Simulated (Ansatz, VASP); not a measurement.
## GaSb in VASP and in Ansatz

```
CELL_PARAMETERS angstrom
0.00000 3.06588 3.06588
3.06588 0.00000 3.06588
3.06588 3.06588 0.00000
ATOMIC_POSITIONS crystal
Ga 0.00000 0.00000 0.00000
Sb 0.25000 0.25000 0.25000
```

Alike in both runs: task single point; functional r2SCAN; dispersion rVV10; k mesh 6 × 6 × 6; occupations fermi-dirac, width 0.02 eV; no spin polarisation.

|  | VASP | Ansatz |
| --- | --- | --- |
| version | VASP 6.6.1 | Ansatz 0.2.0 |
| potentials or method | VASP PAW PBE potentials, release 64 (Ga_d, Sb) | plane waves |
| plane-wave cutoff (eV) | 550 | 500 |
| valence electrons in the cell | 18 | 28 |

Ansatz gave:

| Quantity | Value |
| --- | --- |
| pressure (GPa) | -0.7 |

Question: Estimate VASP's values.

Answer: Pressure (GPa): -0.6.

VASP's potentials were made for PBE, not for r2SCAN. VASP's potentials hold 18 valence electrons a cell and Ansatz's 28, so a difference there can come from the potentials and not from the codes.

Spin-orbit coupling is off throughout.
